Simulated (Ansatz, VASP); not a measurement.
## Zn3O in VASP and in Ansatz

```xyz
8
Lattice="7.1000 0.0000 0.0000 -3.5500 6.1488 0.0000 0.0000 0.0000 2.6697" Properties=species:S:1:pos:R:3 pbc="T T T"
Zn    0.0000    2.3494    0.6674
Zn    1.5154    4.9741    0.6674
Zn   -1.5154    4.9741    0.6674
Zn    3.5500    3.7994    2.0023
Zn    2.0346    1.1747    2.0023
Zn    5.0653    1.1747    2.0023
O     0.0000    4.0992    2.0023
O     3.5500    2.0496    0.6674
```

Change from the starting cell: species swapped into the TbI3 type (P6_3/mmc, No. 194).

Alike in both runs: functional PBE; k mesh 3 × 3 × 6; occupations gaussian, width 0.2 eV; no spin polarisation.

Ansatz relaxed the structure, and its values are those at the end. VASP's run is a single point on that final structure, the one shown.

|  | VASP | Ansatz |
| --- | --- | --- |
| version | VASP 6.6.1 | Ansatz 0.2.0 |
| potentials or method | VASP PAW PBE potentials, release 64 (Zn, O), cutoff 520 eV | scalar-relativistic, plane waves, PAW |
| valence electrons in the cell | 84 | 84 |

Ansatz gave:

- gap on the k mesh at the Fermi level (eV): none
- pressure (GPa): -0.3
- rms of the force components (eV/Å): 0.002

Task: Estimate VASP's values.

Result: gap on the k mesh at the Fermi level (eV): none; pressure (GPa): 0.1; rms of the force components (eV/Å): 0.017.

A gap of «none» marks a metal or a gap that the smearing closes.

The k mesh is coarse, so the values compare programs but aren't converged.
